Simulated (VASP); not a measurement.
Write the native input for VASP 6.6.1 that does the following.

- Task: relaxation of cell and atoms
- Functional: LDA
- Potentials or basis: VASP PAW LDA potentials, release 64 (Re)
- Cutoff: 600 eV
- k mesh: 9 × 9 × 5
- Occupations: fermi-dirac, width 0.1 eV
- Spin: no spin polarisation
- Target pressure: 20 GPa
- Dipole correction: no
- Further INCAR settings: ALGO = Normal; EDIFF = 1e-07; IBRION = 2; EDIFFG = -0.02; NSW = 60; ISIF = 3

The structure of Re lies in POSCAR:

```
Re
1.0
    2.7500000000      0.0000000000      0.0000000000
   -1.3750000000      2.3815698604      0.0000000000
    0.0000000000      0.0000000000      4.4907500000
Re
2
Direct
    0.3333333333      0.6666666667      0.2500000000
    0.6666666667      0.3333333333      0.7500000000
```

One way to write it, as run:

INCAR

```
SYSTEM = Re
PREC     = Accurate       ! precision mode
ENCUT    = 600            ! plane-wave cutoff, eV
EDIFF    = 1E-7           ! SCF threshold, eV
ISMEAR   = -1             ! smearing method
SIGMA    = 0.1            ! smearing width, eV
LREAL    = .FALSE.        ! projectors in reciprocal space
LASPH    = .TRUE.         ! aspherical terms in the spheres
NELM     = 80             ! most SCF steps
ALGO     = Normal         ! electronic algorithm
ISIF     = 3              ! what is computed and relaxed
LWAVE    = .FALSE.        ! write WAVECAR
LCHARG   = .FALSE.        ! write CHGCAR
GGA      = CA             ! functional
IBRION   = 2              ! ionic algorithm
NSW      = 60             ! ionic steps
EDIFFG   = -0.02          ! ionic threshold
PSTRESS  = 200.0
```

KPOINTS

```
regular mesh
0
G
  9 9 5
  0 0 0
```

Potentials or basis: VASP PAW LDA potentials, release 64 (Re).

Run with:

```sh
$ cat potpaw_LDA.64/Re/POTCAR > POTCAR
$ mpirun -np 1 vasp_std > vasp.out
```

Results of the run:

```
Relaxed volume                                         : 13.77 Å³/atom
Relaxed cell                                           : a = 2.705 Å, b = 2.705 Å, c = 4.348 Å, α = 90.00°, β = 90.00°, γ = 120.00°
Space group after relaxing (to 0.05 Å)                 : P6_3/mmc (No. 194)
Energy change on relaxing (the enthalpy is what falls) : +25.3 meV/atom
Ionic steps                                            : 7
Pressure after relaxing                                : 20.1 GPa
Band gap on the k mesh                                 : zero (band 7 reaches 10.07 eV, above the bottom of band 8 at 6.97 eV)
```

Caveat: the cell is relaxed towards a set pressure, so the enthalpy falls and the energy may rise; spin-orbit coupling is left out, which moves the levels of the heavy elements.

Run time: 82 s on 1 thread of Intel(R) Xeon(R) Platinum 8124M CPU @ 3.00GHz (Skylake/Cascade Lake), with other jobs on the host, peak memory 0.15 GiB.
